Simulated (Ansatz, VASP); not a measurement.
**One calculation of TiSi16, two programs**

```
Si Ti
1.0
     0.00000    5.43000    5.43000
     5.43000    0.00000    5.43000
     5.43000    5.43000    0.00000
Si Ti
16 1
Direct
  0.00348 0.00353 0.99983
  0.12731 0.12791 0.12209
  0.00306 0.00331 0.49259
  0.12447 0.12305 0.62575
  0.00092 0.49831 0.99989
  0.11999 0.63085 0.12229
  0.98610 0.50719 0.50258
  0.12032 0.63031 0.62587
  0.49783 0.00079 0.00012
  0.63062 0.11919 0.12296
  0.50779 0.98389 0.50323
  0.62986 0.11971 0.62603
  0.50221 0.50208 0.99037
  0.62716 0.62708 0.12242
  0.50236 0.50251 0.50404
  0.62287 0.62016 0.62829
  0.37402 0.37269 0.37609
```

Alike in both runs: functional PBEsol; k mesh 2 × 2 × 2; occupations gaussian, width 0.02 eV; no spin polarisation.

Ansatz relaxed the structure, and its values are those at the end. VASP's run is a single point on that final structure, the one shown.

```csv
,VASP,Ansatz
version,VASP 6.6.1,Ansatz 0.2.0
potentials or method,"VASP PAW PBE potentials, release 64 (Si, Ti_sv), cutoff 520 eV","scalar-relativistic, plane waves, PAW"
valence electrons in the cell,76,76
```

|  | VASP | Ansatz | Ansatz less VASP |
| --- | --- | --- | --- |
| rms of the force components (eV/Å) | 0.005 | 0.005 | +0.0003 |

VASP's potentials were made for PBE, not for PBEsol, and Ansatz warns of the same on its side.

The k mesh is coarse, so the values compare programs but aren't converged.
